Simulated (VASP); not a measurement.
# Al (P6_3/mmc) in VASP: further runs

Runs on Al. Level: PBE+D3(BJ). Tasks: single point.

Program: VASP 6.6.1. These are calculated values, not measurements. Logs are shortened: lines on timing, memory, paths and dates and some standing lists are left out, and cuts for length are marked.

## (1) The cell of the first run

It takes space group P6_3/mmc (No. 194, hexagonal). The conventional cell has a = 2.799 Å, b = 2.799 Å, c = 9.644 Å, α = 90.00°, β = 90.00°, γ = 120.00°. Within 3.7 Å of Al (site symmetry -3m) lie 12 Al at 2.80 to 2.90 Å. Al (site symmetry -6m2) has 12 Al at 2.80 to 2.90 Å within 3.7 Å.

This isn't the form of Al at room conditions, which is fcc.

## (2) Single point, PBE+D3(BJ) (16.36 Å³/atom)

Input file INCAR:

```
ALGO     = Normal         # electronic algorithm
EDIFF    = 1E-6           # SCF threshold, eV
ENCUT    = 520            # plane-wave cutoff, eV
GGA      = PE             # functional
ISIF     = 2              # what is computed and relaxed
ISMEAR   = 0              # smearing method
IVDW     = 12             # dispersion correction
LASPH    = True           # aspherical terms in the spheres
LCHARG   = False          # write CHGCAR
LREAL    = False          # projectors in reciprocal space
LWAVE    = False          # write WAVECAR
NBANDS   = 14             # bands
NELM     = 60             # most SCF steps
PREC     = Accurate       # precision mode
SIGMA    = 0.15           # smearing width, eV
```

Input file KPOINTS:

```
k-points
0
Gamma
  18 18 6
```

Input file POSCAR:

```
Al
1.0
    2.7992194178      0.0000000000      0.0000000000
   -1.3996097089      2.4241951266      0.0000000000
    0.0000000000      0.0000000000      9.6435908163
Al
4
Direct
    0.0000000000      0.0000000000      0.0000000000
    0.3333333333      0.6666666667      0.2500000000
    0.0000000000      0.0000000000      0.5000000000
    0.6666666667      0.3333333333      0.7500000000
```

Potentials or basis: VASP PAW PBE potentials, release 64 (Al).

On the command line:

```console
cat potpaw_PBE.64/Al/POTCAR > POTCAR
mpirun -np 1 vasp_std > vasp.out
```

OUTCAR:

```text
EDIFF = 1E-6
   ENCUT = 520
   GGA = PE
   ISIF = 2
   ISMEAR = 0
   IVDW = 12
   LASPH = True
   LREAL = False
   NELM = 60
   PREC = Accurate
 IVDW          = 12

 ion  position               nearest neighbor table
   1  0.000  0.000  0.000-   2 2.90   4 2.90   4 2.90   2 2.90   4 2.90   2 2.90
   2  0.333  0.667  0.250-   1 2.90   3 2.90   1 2.90   3 2.90   1 2.90   3 2.90
   3  0.000  0.000  0.500-   2 2.90   4 2.90   4 2.90   2 2.90   4 2.90   2 2.90
   4  0.667  0.333  0.750-   1 2.90   3 2.90   1 2.90   3 2.90   1 2.90   3 2.90

  LATTYP: Found a hexagonal cell.
 ALAT       =     2.7992194178
 C/A-ratio  =     3.4451000000

  Lattice vectors:

 A1 = (   2.7992194178,   0.0000000000,   0.0000000000)
 A2 = (  -1.3996097089,   2.4241951266,   0.0000000000)
 A3 = (   0.0000000000,   0.0000000000,   9.6435908163)

Analysis of symmetry for initial positions (statically):
=====================================================================
 Subroutine PRICEL returns:
 Original cell was already a primitive cell.

 Routine SETGRP: Setting up the symmetry group for a
 hexagonal supercell.

 Subroutine GETGRP returns: Found 24 space group operations
 (whereof 12 operations were pure point group operations)
 out of a pool of 24 trial point group operations.

The static configuration has the point symmetry D_3d.
 The point group associated with its full space group is D_6h.

Analysis of symmetry for dynamics (positions and initial velocities):
=====================================================================
 Subroutine PRICEL returns:
 Original cell was already a primitive cell.

 Routine SETGRP: Setting up the symmetry group for a
 hexagonal supercell.

 Subroutine GETGRP returns: Found 24 space group operations
 (whereof 12 operations were pure point group operations)
 out of a pool of 24 trial point group operations.

The dynamic configuration has the point symmetry D_3d.
 The point group associated with its full space group is D_6h.

 Subroutine INISYM returns: Found 24 space group operations
 (whereof 12 operations are pure point group operations),
 and found     1 'primitive' translations

----------------------------------------------------------------------------------------

                                     Primitive cell

  volume of cell :      65.4400

  direct lattice vectors                    reciprocal lattice vectors
     2.799219418  0.000000000  0.000000000     0.357242449  0.206254024  0.000000000
    -1.399609709  2.424195127  0.000000000     0.000000000  0.412508048  0.000000000
[... 104 lines left out ...]
   ISMEAR =     0;   SIGMA  =   0.15  broadening in eV -4-tet -1-fermi 0-gaus
   EFERMI_NEDOS =   21; number of points for ismear=-14 and -15
   IALGO  =     38    algorithm
   IMIX   =      4    mixing-type and parameters
     AMIX     =   0.40;   BMIX     =  1.00
     AMIX_MAG =   1.60;   BMIX_MAG =  1.00
  volume/ion in A,a.u.               =      16.36       110.40
  Fermi-wavevector in a.u.,A,eV,Ry     =   0.930081  1.757598 11.769731  0.865051
  Thomas-Fermi vector in A             =   2.056432
   LORBIT       =      0    0 simple, 1 ext, 2 COOP (PROOUT), +10 PAW based schemes
   GGA     = PE    functional components
   LHFCALC =     F    Hartree Fock is set to
   AEXX    =    0.0000 exact exchange contribution
   IVDW    =    12    specifies the selected vdW correction
   LEPSILON=     F    determine dielectric tensor
   LRPA    =     F    only Hartree local field effects (RPA)
 non-spin polarized calculation
 Gauss-broadening in eV      SIGMA  =   0.15
  energy-cutoff  :      520.00
  volume of cell :       65.44
 maximum number of plane-waves:      1781
 NGX is ok and might be reduce to    24
   NGX = 11   NGY = 11   NGZ = 35

 number of electron      12.0000000 magnetization

 Free energy of the ion-electron system (eV)
  ---------------------------------------------------
  ext. energy  EPLUGINS =         0.00000000
  ---------------------------------------------------
  free energy    TOTEN  =       -14.91418095 eV

  energy without entropy =      -14.89454682  energy(sigma->0) =      -14.90436389

 E-fermi :   8.0751     XC(G=0): -10.2265

 val. band max:        8.0688055755   @ k =   0.3333  -0.0000   0.3333
 cond. band min:       8.0857079085   @ k =   0.1111  -0.0000   0.3333
 fundamental gap:      0.0169023330
 Fermi energy:         8.0751482850

 k-point     1 :       0.0000    0.0000    0.0000
  band No.  band energies     occupation
      1      -3.1076      2.00000
      2      -1.5288      2.00000
      3      -1.5226      2.00000
      4       3.0472      2.00000
      5       3.1986      2.00000
      6      10.5755      0.00000
      7      10.5827      0.00000
      8      19.5083      0.00000
      9      19.6614      0.00000
     10      19.6614      0.00000
     11      19.7564      0.00000
     12      19.7564      0.00000
     13      20.6326      0.00000
     14      20.6645      0.00000
[... 377 lines left out ...]
      1       2.0015      2.00000
      2       3.5028      2.00000
      3       3.5065      2.00000
      4       4.6427      2.00000
      5       6.2028      2.00000
      6       6.2049      2.00000
      7       8.0993      0.81991
      8       8.1669      0.38681
      9      10.3708      0.00000
     10      10.7016      0.00000
     11      11.7322      0.00000
     12      12.7006      0.00000
     13      12.9733      0.00000
     14      15.4776      0.00000

 [... further k-points ...]

------------------------ aborting loop because EDIFF is reached ----------------------------------------

 Edisp (eV)   -1.35751

 E8    (eV) :    -0.6072

  FORCE on cell =-STRESS in cart. coord.  units (eV):
  Direction    XX          YY          ZZ          XY          YZ          ZX
  --------------------------------------------------------------------------------------
  -------------------------------------------------------------------------------------
  Total      -0.48451    -0.48451    -1.77478     0.00000     0.00000     0.00000
  in kB     -11.86238   -11.86238   -43.45212     0.00000     0.00000     0.00000
  external pressure =      -22.39 kB  Pullay stress =        0.00 kB

 VOLUME and BASIS-vectors are now :
 -----------------------------------------------------------------------------
  energy-cutoff  :      520.00
  volume of cell :       65.44
      direct lattice vectors                 reciprocal lattice vectors
     2.799219418  0.000000000  0.000000000     0.357242449  0.206254024  0.000000000
    -1.399609709  2.424195127  0.000000000     0.000000000  0.412508048  0.000000000
     0.000000000  0.000000000  9.643590816     0.000000000  0.000000000  0.103695814

 POSITION                                       TOTAL-FORCE (eV/Angst)
 -----------------------------------------------------------------------------------
      0.00000      0.00000      0.00000         0.000000      0.000000      0.000000
     -0.00000      1.61613      2.41090        -0.000000     -0.000000     -0.000000
      0.00000      0.00000      4.82180         0.000000      0.000000      0.000000
      1.39961      0.80807      7.23269        -0.000000      0.000000     -0.000000
 -----------------------------------------------------------------------------------
    total drift:                               -0.000000      0.000000      0.000000

  FREE ENERGIE OF THE ION-ELECTRON SYSTEM (eV)
  ---------------------------------------------------
  free  energy   TOTEN  =       -16.2716871961 eV

  energy  without entropy=      -16.2520530661  energy(sigma->0) =      -16.26187013
```

OSZICAR:

```text
N       E                     dE             d eps       ncg     rms          rms(c)
DAV:   1     0.612871174421E+01    0.61287E+01   -0.41026E+03  4144   0.654E+02
DAV:   2    -0.143421409509E+02   -0.20471E+02   -0.18855E+02  5442   0.889E+01
DAV:   3    -0.150026737797E+02   -0.66053E+00   -0.65227E+00  5548   0.129E+01
DAV:   4    -0.150073841374E+02   -0.47104E-02   -0.47093E-02  4960   0.135E+00
DAV:   5    -0.150074378415E+02   -0.53704E-04   -0.53704E-04  5556   0.150E-01    0.263E+00
DAV:   6    -0.149532383184E+02    0.54200E-01   -0.59586E-03  4772   0.441E-01    0.153E+00
DAV:   7    -0.149146261098E+02    0.38612E-01   -0.15176E-02  4792   0.659E-01    0.219E-01
DAV:   8    -0.149141988940E+02    0.42722E-03   -0.26782E-04  5764   0.870E-02    0.271E-02
DAV:   9    -0.149141812176E+02    0.17676E-04   -0.20215E-05  5150   0.215E-02    0.684E-03
DAV:  10    -0.149141809503E+02    0.26726E-06   -0.56670E-07  3694   0.511E-03
   1 F= -.16271687E+02 E0= -.16261870E+02  d E =-.196341E-01
```

It took 42 s on 1 thread of Intel Xeon 6975P-C (Granite Rapids), shared host; peak memory 0.25 GiB.

Results:

| Item | Value |
| --- | --- |
| Free energy | -16.2717 eV |
| Pressure | -2.2 GPa |
| Band gap on the k mesh | zero (bands 6 and 7 overlap by 4.62 eV) |
| Dispersion energy per atom | -0.339 eV |

## (3) Single point, PBE+D3(BJ) (16.36 Å³/atom)

Input file INCAR:

```
PREC = Accurate ; ENCUT = 520
EDIFF = 1E-6 ; ISMEAR = 0
SIGMA = 0.15 ; LREAL = F
LASPH = T ; NELM = 60
ALGO = Normal ; ISIF = 2
LWAVE = F ; LCHARG = F
GGA = PE ; IVDW = 12
NBANDS = 14
```

Input file KPOINTS:

```
regular mesh
0
Gamma
  18 18 6
```

Input file POSCAR:

```
Al
1.0
    2.8444620998      0.0000000000      0.0000000000
   -1.4222310499      2.4633764385      0.0000000000
    0.0000000000      0.0000000000      9.3392576315
Al
4
Direct
    0.0000000000      0.0000000000      0.0000000000
    0.3333333333      0.6666666667      0.2500000000
    0.0000000000      0.0000000000      0.5000000000
    0.6666666667      0.3333333333      0.7500000000
```

Potentials or basis: VASP PAW PBE potentials, release 64 (Al).

On the command line:

```console
cat potpaw_PBE.64/Al/POTCAR > POTCAR
mpirun -np 1 vasp_std > vasp.out
```

OUTCAR:

```text
PREC = Accurate
   ENCUT = 520
   EDIFF = 1E-6
   ISMEAR = 0
   LREAL = F
   LASPH = T
   NELM = 60
   ISIF = 2
   GGA = PE
   IVDW = 12
 IVDW          = 12

 ion  position               nearest neighbor table
   1  0.000  0.000  0.000-   2 2.85   4 2.85   2 2.85   4 2.85   4 2.85   2 2.85
   2  0.333  0.667  0.250-   1 2.85   3 2.85   1 2.85   3 2.85   1 2.85   3 2.85
   3  0.000  0.000  0.500-   2 2.85   4 2.85   2 2.85   4 2.85   4 2.85   2 2.85
   4  0.667  0.333  0.750-   1 2.85   3 2.85   1 2.85   3 2.85   1 2.85   3 2.85
[... 614 lines left out ...]

  FORCE on cell =-STRESS in cart. coord.  units (eV):
  Direction    XX          YY          ZZ          XY          YZ          ZX
  --------------------------------------------------------------------------------------
  -------------------------------------------------------------------------------------
  Total      -1.06543    -1.06543    -1.00730     0.00000     0.00000    -0.00000
  in kB     -26.08502   -26.08502   -24.66189     0.00000     0.00000    -0.00000
  external pressure =      -25.61 kB  Pullay stress =        0.00 kB

 VOLUME and BASIS-vectors are now :
 -----------------------------------------------------------------------------
  energy-cutoff  :      520.00
  volume of cell :       65.44
      direct lattice vectors                 reciprocal lattice vectors
     2.844462100  0.000000000  0.000000000     0.351560318  0.202973444  0.000000000
    -1.422231050  2.463376439  0.000000000     0.000000000  0.405946888  0.000000000
     0.000000000  0.000000000  9.339257632     0.000000000  0.000000000  0.107074892

 POSITION                                       TOTAL-FORCE (eV/Angst)
 -----------------------------------------------------------------------------------
      0.00000      0.00000      0.00000         0.000000      0.000000     -0.000000
     -0.00000      1.64225      2.33481        -0.000000     -0.000000      0.000000
      0.00000      0.00000      4.66963         0.000000      0.000000     -0.000000
      1.42223      0.82113      7.00444         0.000000      0.000000      0.000000
 -----------------------------------------------------------------------------------
    total drift:                               -0.000000      0.000000      0.000000

  FREE ENERGIE OF THE ION-ELECTRON SYSTEM (eV)
  ---------------------------------------------------
  free  energy   TOTEN  =       -16.2977109152 eV

  energy  without entropy=      -16.2803943330  energy(sigma->0) =      -16.28905262
```

stdout:

```text
POSCAR found type information on POSCAR Al
 POSCAR found :  1 types and       4 ions
 scaLAPACK will be used
 LDA part: xc-table for (Slater+PW92), standard interpolation
 POSCAR, INCAR and KPOINTS ok, starting setup
 FFT: planning ... GRIDC
 FFT: planning ... GRID_SOFT
 FFT: planning ... GRID
 WAVECAR not read
 entering main loop
```

Wall time 36 s (1 thread of Intel Xeon 6975P-C (Granite Rapids), shared host); peak memory 0.24 GiB.

Results:

```yaml
Free_energy: -16.2977 eV
Pressure: -2.6 GPa
Band_gap_on_the_k_mesh: zero (bands 6 and 7 overlap by 5.43 eV)
Dispersion_energy_per_atom: -0.339 eV
```
